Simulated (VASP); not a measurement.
# SrTiO3 (P4mm) in VASP: further runs

The runs below take SrTiO3 through single point, with PBE.

All numbers are computed with VASP 6.6.1; they aren't measurements. Logs are shortened: lines on timing, memory, paths and dates and some standing lists are left out, and cuts for length are marked.

## 1. The cell of the first run

It takes space group P4mm (No. 99, tetragonal). Conventional cell: a = 3.936 Å, b = 3.936 Å, c = 3.936 Å, α = 90.00°, β = 90.00°, γ = 90.00°. Sr (site symmetry 4mm) has 12 O at 2.78 Å and 8 Ti at 3.19 to 3.67 Å within 3.7 Å. Ti (site symmetry 4mm) has 5 O at 1.55 to 2.01 Å within 2.1 Å. Within 2.1 Å of O (site symmetry 4mm) lie 1 Ti at 1.55 Å. O (site symmetry 2mm) has 2 Ti at 2.01 Å within 2.7 Å.

## 2. Single point, PBE (atom 2 (Ti) moved +0.420 Å along Cartesian [1 0 0])

Contents of INCAR:

```
SYSTEM = SrTiO3
PREC = Accurate
ENCUT = 520
EDIFF = 1E-7
ISMEAR = 0
SIGMA = 0.05
LREAL = .False.
LASPH = .True.
NELM = 80
ALGO = Normal
ISIF = 2
LWAVE = .False.
LCHARG = .True.
GGA = PE
LELF = .True.
LVHAR = .True.
NBANDS = 28
```

Contents of KPOINTS:

```
Automatic mesh
0
Gamma
  8 8 8
  0 0 0
```

Contents of POSCAR:

```
SrTiO3
1.0
    3.9364035669      0.0000000000      0.0000000000
    0.0000000000      3.9364035669      0.0000000000
    0.0000000000      0.0000000000      3.9364035669
Sr Ti O
1 1 3
Direct
    0.0000000000      0.0000000000      0.0000000000
    0.6066963773      0.5000000000      0.5000000000
    0.0000000000      0.5000000000      0.5000000000
    0.5000000000      0.0000000000      0.5000000000
    0.5000000000      0.5000000000      0.0000000000
```

Potentials or basis: VASP PAW PBE potentials, release 64 (Sr_sv, Ti_sv, O).

The run is started by

```sh
> cat potpaw_PBE.64/Sr_sv/POTCAR potpaw_PBE.64/Ti_sv/POTCAR potpaw_PBE.64/O/POTCAR > POTCAR
> mpirun -np 1 vasp_std > vasp.out
```

OUTCAR:

```text
SYSTEM = SrTiO3
   PREC = Accurate
   ENCUT = 520
   EDIFF = 1E-7
   ISMEAR = 0
   LREAL = .False.
   LASPH = .True.
   NELM = 80
   ISIF = 2
   GGA = PE

 ion  position               nearest neighbor table
   1  0.000  0.000  0.000-   3 2.78   4 2.78   5 2.78   3 2.78   4 2.78   3 2.78   5 2.78   3 2.78
                             4 2.78   5 2.78   4 2.78   5 2.78   2 3.19   2 3.19   2 3.19   2 3.19
   2  0.607  0.500  0.500-   3 1.55   4 2.01   5 2.01   5 2.01   4 2.01   3 2.39   1 3.19   1 3.19
                             1 3.19   1 3.19   1 3.67   1 3.67   1 3.67   1 3.67
   3  0.000  0.500  0.500-   2 1.55   2 2.39   1 2.78   1 2.78   1 2.78   1 2.78
   4  0.500  0.000  0.500-   2 2.01   2 2.01   1 2.78   1 2.78   1 2.78   1 2.78
   5  0.500  0.500  0.000-   2 2.01   2 2.01   1 2.78   1 2.78   1 2.78   1 2.78

  LATTYP: Found a simple cubic cell.
 ALAT       =     3.9364035669

  Lattice vectors:

 A1 = (   3.9364035669,   0.0000000000,   0.0000000000)
 A2 = (   0.0000000000,   3.9364035669,   0.0000000000)
 A3 = (   0.0000000000,   0.0000000000,   3.9364035669)

Analysis of symmetry for initial positions (statically):
=====================================================================
 Subroutine PRICEL returns:
 Original cell was already a primitive cell.

 Routine SETGRP: Setting up the symmetry group for a
 simple cubic supercell.

 Subroutine GETGRP returns: Found  8 space group operations
 (whereof  8 operations were pure point group operations)
 out of a pool of 48 trial point group operations.

The static configuration has the point symmetry C_4v.

Analysis of symmetry for dynamics (positions and initial velocities):
=====================================================================
 Subroutine PRICEL returns:
 Original cell was already a primitive cell.

 Routine SETGRP: Setting up the symmetry group for a
 simple cubic supercell.

 Subroutine GETGRP returns: Found  8 space group operations
 (whereof  8 operations were pure point group operations)
 out of a pool of 48 trial point group operations.

The dynamic configuration has the point symmetry C_4v.

 Subroutine INISYM returns: Found  8 space group operations
 (whereof  8 operations are pure point group operations),
 and found     1 'primitive' translations

----------------------------------------------------------------------------------------

                                     Primitive cell

  volume of cell :      60.9956

  direct lattice vectors                    reciprocal lattice vectors
     3.936403567  0.000000000  0.000000000     0.254038993  0.000000000  0.000000000
     0.000000000  3.936403567  0.000000000     0.000000000  0.254038993  0.000000000
     0.000000000  0.000000000  3.936403567     0.000000000  0.000000000  0.254038993

  length of vectors
     3.936403567  3.936403567  3.936403567     0.254038993  0.254038993  0.254038993

  position of ions in fractional coordinates (direct lattice)
     0.000000000  0.000000000  0.000000000
     0.606696377  0.500000000  0.500000000
     0.000000000  0.500000000  0.500000000
     0.500000000  0.000000000  0.500000000
     0.500000000  0.500000000  0.000000000

  ion indices of the primitive-cell ions
   primitive index   ion index
                 1           1
                 2           2
                 3           3
                 4           4
                 5           5

----------------------------------------------------------------------------------------

 KPOINTS: Automatic mesh

Automatic generation of k-mesh.
 Grid dimensions read from file:
 generate k-points for:    8    8    8

 Generating k-lattice:

  Cartesian coordinates                     Fractional coordinates (reciprocal lattice)
     0.031754874  0.000000000  0.000000000     0.125000000  0.000000000  0.000000000
     0.000000000  0.031754874  0.000000000     0.000000000  0.125000000  0.000000000
     0.000000000  0.000000000  0.031754874     0.000000000  0.000000000  0.125000000

  Length of vectors
     0.031754874  0.031754874  0.031754874

  Shift w.r.t. Gamma in fractional coordinates (k-lattice)
     0.000000000  0.000000000  0.000000000

 Subroutine IBZKPT returns following result:
 ===========================================

 Found     75 irreducible k-points:

 Following reciprocal coordinates:
            Coordinates               Weight
  0.000000  0.000000  0.000000      1.000000
  0.125000  0.000000  0.000000      2.000000
  0.000000  0.125000  0.000000      4.000000
  0.250000  0.000000  0.000000      2.000000
  0.000000  0.250000  0.000000      4.000000
  0.375000  0.000000  0.000000      2.000000
[... 16 lines left out ...]
  0.375000  0.250000  0.000000      8.000000
  0.000000  0.375000  0.250000      8.000000
 [... further k-points ...]
   k-points           NKPTS =     75   k-points in BZ     NKDIM =     75   number of bands    NBANDS=     28
   number of dos      NEDOS =    301   number of ions     NIONS =      5
   total plane-waves  NPLWV =  27000
   dimension x,y,z NGX =    30 NGY =   30 NGZ =   30
   dimension x,y,z NGXF=    60 NGYF=   60 NGZF=   60
   ions per type =               1   1   3
   NGX,Y,Z   is equivalent  to a cutoff of  12.67, 12.67, 12.67 a.u.
   NGXF,Y,Z  is equivalent  to a cutoff of  25.34, 25.34, 25.34 a.u.
 SYSTEM =  SrTiO3
   PREC   = accura    normal or accurate (medium, high low for compatibility)
   ISTART =      0    job   : 0-new  1-cont  2-samecut
   ICHARG =      2    charge: 1-file 2-atom 10-const
   ISPIN  =      1    spin polarized calculation?
   LNONCOLLINEAR =      F non collinear calculations
   LSORBIT =      F    spin-orbit coupling
   LASPH  =      T    aspherical Exc in radial PAW
   ENCUT  =  520.0 eV  38.22 Ry    6.18 a.u.   7.32  7.32  7.32*2*pi/ulx,y,z
   NELM   =     80;   NELMIN=  2; NELMDL= -5     # of ELM steps
   EDIFF  = 0.1E-06   stopping-criterion for ELM
   LREAL  =      F    real-space projection
   EDIFFG = 0.1E-05   stopping-criterion for IOM
   NSW    =      0    number of steps for IOM
   IBRION =     -1    ionic relax: 0-MD 1-quasi-New 2-CG
   NFREE  =      0    steps in history (QN), initial steepest desc. (CG)
   ISIF   =      2    stress and relaxation
   ISYM   =      2    0-nonsym 1-usesym 2-fastsym
   POTIM  = 0.5000    time-step for ionic-motion
   TEBEG  =    0.0;   TEEND  =   0.0 temperature during run
   PSTRESS=    0.0 pullay stress
   NELECT =      40.0000    total number of electrons
   NUPDOWN=      -1.0000    fix difference up-down
   EMIN   =  10.00;   EMAX   =-10.00  energy-range for DOS
   EFERMI =   0.00;   METHOD = LEGACY
   ISMEAR =     0;   SIGMA  =   0.05  broadening in eV -4-tet -1-fermi 0-gaus
   EFERMI_NEDOS =   21; number of points for ismear=-14 and -15
   IALGO  =     38    algorithm
   IMIX   =      4    mixing-type and parameters
     AMIX     =   0.40;   BMIX     =  1.00
     AMIX_MAG =   1.60;   BMIX_MAG =  1.00
  volume/ion in A,a.u.               =      12.20        82.32
  Fermi-wavevector in a.u.,A,eV,Ry     =   1.422313  2.687782 27.524240  2.022975
  Thomas-Fermi vector in A             =   2.543030
   LORBIT       =      0    0 simple, 1 ext, 2 COOP (PROOUT), +10 PAW based schemes
   GGA     = PE    functional components
   LHFCALC =     F    Hartree Fock is set to
   AEXX    =    0.0000 exact exchange contribution
   IVDW    =     0    specifies the selected vdW correction
   LEPSILON=     F    determine dielectric tensor
   LRPA    =     F    only Hartree local field effects (RPA)
 non-spin polarized calculation
 Gauss-broadening in eV      SIGMA  =   0.05
  energy-cutoff  :      520.00
  volume of cell :       61.00
 maximum number of plane-waves:      1671
 NGX is ok and might be reduce to    30
   NGX = 15   NGY = 15   NGZ = 15

 number of electron      39.9999993 magnetization

 Free energy of the ion-electron system (eV)
  ---------------------------------------------------
  ext. energy  EPLUGINS =         0.00000000
  ---------------------------------------------------
  free energy    TOTEN  =       -38.73127158 eV

  energy without entropy =      -38.73127158  energy(sigma->0) =      -38.73127158

 E-fermi :   4.6327     XC(G=0): -11.0952

 val. band max:        4.3719648858   @ k =   0.5000   0.5000   0.5000
 cond. band min:       6.2695708619   @ k =   0.0000   0.0000   0.0000
 fundamental gap:      1.8976059761
 Fermi energy:         4.6326965077

 k-point     1 :       0.0000    0.0000    0.0000
  band No.  band energies     occupation
      1     -51.8543      2.00000
      2     -29.1229      2.00000
      3     -28.8596      2.00000
      4     -27.9987      2.00000
      5     -27.9987      2.00000
      6     -13.4779      2.00000
[... 20 lines left out ...]
     27       9.7348      0.00000
     28      10.8751      0.00000

 k-point     2 :       0.1250    0.0000    0.0000
  band No.  band energies     occupation
      1     -51.8541      2.00000
      2     -29.1271      2.00000
      3     -28.8620      2.00000
      4     -27.9982      2.00000
      5     -27.9982      2.00000
      6     -13.4134      2.00000
[... 20 lines left out ...]
     27      10.0305      0.00000
     28      11.2622      0.00000

 k-point     3 :       0.0000    0.1250    0.0000
  band No.  band energies     occupation
      1     -51.8541      2.00000
      2     -29.1189      2.00000
      3     -28.8626      2.00000
      4     -28.0050      2.00000
      5     -27.9983      2.00000
      6     -13.5130      2.00000
[... 20 lines left out ...]
     27      10.0458      0.00000
     28      10.9065      0.00000

 k-point     4 :       0.2500    0.0000    0.0000
  band No.  band energies     occupation
      1     -51.8536      2.00000
      2     -29.1382      2.00000
      3     -28.8665      2.00000
      4     -27.9971      2.00000
      5     -27.9971      2.00000
      6     -13.2833      2.00000
[... 20 lines left out ...]
     27      10.8239      0.00000
     28      11.9675      0.00000

 k-point     5 :       0.0000    0.2500    0.0000
  band No.  band energies     occupation
      1     -51.8536      2.00000
      2     -29.1092      2.00000
      3     -28.8701      2.00000
      4     -28.0202      2.00000
      5     -27.9973      2.00000
      6     -13.6074      2.00000
[... 20 lines left out ...]
     27      10.4837      0.00000
     28      11.3206      0.00000

 k-point     6 :       0.3750    0.0000    0.0000
  band No.  band energies     occupation
      1     -51.8530      2.00000
      2     -29.1507      2.00000
      3     -28.8695      2.00000
      4     -27.9960      2.00000
      5     -27.9960      2.00000
      6     -13.2408      2.00000
[... 463 lines left out ...]
      5     -27.9958      2.00000
      6     -13.3254      2.00000
[... 20 lines left out ...]
     27      11.2511      0.00000
     28      12.1879      0.00000

 k-point    22 :       0.0000    0.2500    0.2500
  band No.  band energies     occupation
      1     -51.8529      2.00000
      2     -29.0941      2.00000
      3     -28.8745      2.00000
      4     -28.0281      2.00000
      5     -28.0189      2.00000
      6     -13.5425      2.00000
[... 20 lines left out ...]
     27      10.9937      0.00000
     28      11.6771      0.00000

 k-point    23 :       0.3750    0.2500    0.0000
  band No.  band energies     occupation
      1     -51.8524      2.00000
      2     -29.1176      2.00000
      3     -28.8972      2.00000
      4     -28.0221      2.00000
      5     -27.9948      2.00000
      6     -13.0951      2.00000
[... 20 lines left out ...]
     27      11.9292      0.00000
     28      12.2859      0.00000

 k-point    24 :       0.0000    0.3750    0.2500
  band No.  band energies     occupation
      1     -51.8524      2.00000
      2     -29.0831      2.00000
      3     -28.8781      2.00000
      4     -28.0424      2.00000
      5     -28.0252      2.00000
      6     -13.5224      2.00000
[... 20 lines left out ...]
     27      11.6311      0.00000
     28      11.9560      0.00000

 [... further k-points ...]
[... 5 lines left out ...]
  --------------------------------------------------------------------------------------
  -------------------------------------------------------------------------------------
  Total       15.1511802      1.2562918      1.2562918      0.0000000      0.0000000      0.0000000
  in kB      397.9772040     32.9991115     32.9991115      0.0000000      0.0000000      0.0000000
  external PRESSURE =     154.6584757 kB  Pullay stress =       0.0000000 kB

 VOLUME and BASIS-vectors are now :
 -----------------------------------------------------------------------------
  energy-cutoff  :      520.00
  volume of cell :       61.00
      direct lattice vectors                 reciprocal lattice vectors
     3.936403567  0.000000000  0.000000000     0.254038993  0.000000000  0.000000000
     0.000000000  3.936403567  0.000000000     0.000000000  0.254038993  0.000000000
     0.000000000  0.000000000  3.936403567     0.000000000  0.000000000  0.254038993

 POSITION                                       TOTAL-FORCE (eV/Angst)
 -----------------------------------------------------------------------------------
      0.00000      0.00000      0.00000         1.245498      0.000000     -0.000000
      2.38820      1.96820      1.96820       -11.957115     -0.000000      0.000000
      0.00000      1.96820      1.96820         9.097823      0.000000     -0.000000
      1.96820      0.00000      1.96820         0.806897      0.000000     -0.000000
      1.96820      1.96820      0.00000         0.806897      0.000000     -0.000000
 -----------------------------------------------------------------------------------
    total drift:                               -0.000397      0.000000      0.000000

  FREE ENERGIE OF THE ION-ELECTRON SYSTEM (eV)
  ---------------------------------------------------
  free  energy   TOTEN  =       -38.7312715776 eV

  energy  without entropy=      -38.7312715776  energy(sigma->0) =      -38.73127158
```

Run time: 2.1 min. Hardware: 1 thread of Intel Xeon Platinum 8375C at 2.90GHz (Ice Lake), shared host; peak memory 0.26 GiB.

Results:

| Property | Result |
| --- | --- |
| Free energy | -38.7313 eV |
| Pressure | 15.5 GPa |
| Largest force | 11.957 eV/Å |
| Band gap on the k mesh | 1.90 eV, indirect (least direct gap 2.62 eV) |

Forces in eV/Å, atoms in the order of the input:
```
Sr    1.245   0.000   0.000
Ti  -11.957   0.000   0.000
O     9.098   0.000   0.000
O     0.807   0.000   0.000
O     0.807   0.000   0.000
```

Caveat: the cell differs from its parent crystal (atom 2 (Ti) moved +0.420 Å along Cartesian [1 0 0]); forces of over 1 eV/Å act on the atoms, so gaps and moduli don't describe the material at rest.

## 3. Single point, PBE (atom 2 (Ti) moved +0.300 Å along Cartesian [1 0 0])

Contents of INCAR:

```
SYSTEM = SrTiO3
PREC = Accurate ; ENCUT = 520
EDIFF = 1E-6 ; ISMEAR = 0
SIGMA = 0.05 ; LREAL = .FALSE.
LASPH = .TRUE. ; NELM = 80
ALGO = Normal ; ISIF = 2
LWAVE = .FALSE. ; LCHARG = .TRUE.
GGA = PE ; LELF = .TRUE.
LVHAR = .TRUE. ; NBANDS = 28
```

Contents of KPOINTS:

```
Automatic mesh
0
G
  8 8 8
  0 0 0
```

Changes to POSCAR since step 2:

```diff
@@ -9,3 +9,3 @@
     0.0000000000      0.0000000000      0.0000000000
-    0.6066963773      0.5000000000      0.5000000000
+    0.5762116980      0.5000000000      0.5000000000
     0.0000000000      0.5000000000      0.5000000000
```

Potentials or basis: VASP PAW PBE potentials, release 64 (Sr_sv, Ti_sv, O).

The run is started by

```sh
> cat potpaw_PBE.64/Sr_sv/POTCAR potpaw_PBE.64/Ti_sv/POTCAR potpaw_PBE.64/O/POTCAR > POTCAR
> mpirun -np 1 vasp_std > vasp.out
```

Wall time 1.9 min (1 thread of Intel Xeon Platinum 8375C at 2.90GHz (Ice Lake), shared host); peak memory 0.26 GiB.

Results (log left out):

* Free energy: -39.6935 eV
* Pressure: 7.2 GPa
* Largest force: 4.830 eV/Å
* Band gap on the k mesh: 1.88 eV, indirect (least direct gap 2.59 eV)

Forces in eV/Å, atoms in the order of the input:
```
Sr   0.888  0.000  0.000
Ti  -4.830  0.000  0.000
O    3.146  0.000  0.000
O    0.398  0.000  0.000
O    0.398  0.000  0.000
```

Stress tensor (GPa, compression positive):
```
17.86  0.00  0.00
 0.00  1.82  0.00
 0.00  0.00  1.82
```

Levels at points of the mesh, in eV from the valence-band top:
```
           k point  band 17  band 18  band 19  band 20  band 21  band 22  band 23  band 24
(0.00, 0.00, 0.00)    -1.36    -1.35    -0.70    -0.70     1.88     3.10     3.10     4.42
(0.50, 0.00, 0.00)    -2.36    -2.19    -0.77    -0.77     2.06     4.32     4.32     4.45
(0.00, 0.50, 0.00)    -2.22    -1.91    -1.84    -1.50     3.29     3.59     3.90     4.96
(0.50, 0.50, 0.00)    -1.82    -1.65    -1.56    -0.62     3.66     4.30     4.36     5.28
(0.00, 0.50, 0.50)    -2.20    -2.20    -1.97    -0.10     3.92     3.92     4.02     4.95
(0.50, 0.50, 0.50)    -3.60    -0.50    -0.50     0.00     4.15     4.40     4.40     5.95
```

Caveat: the cell differs from its parent crystal (atom 2 (Ti) moved +0.300 Å along Cartesian [1 0 0]); forces of over 1 eV/Å act on the atoms, so gaps and moduli don't describe the material at rest. A k mesh can miss the band edges.
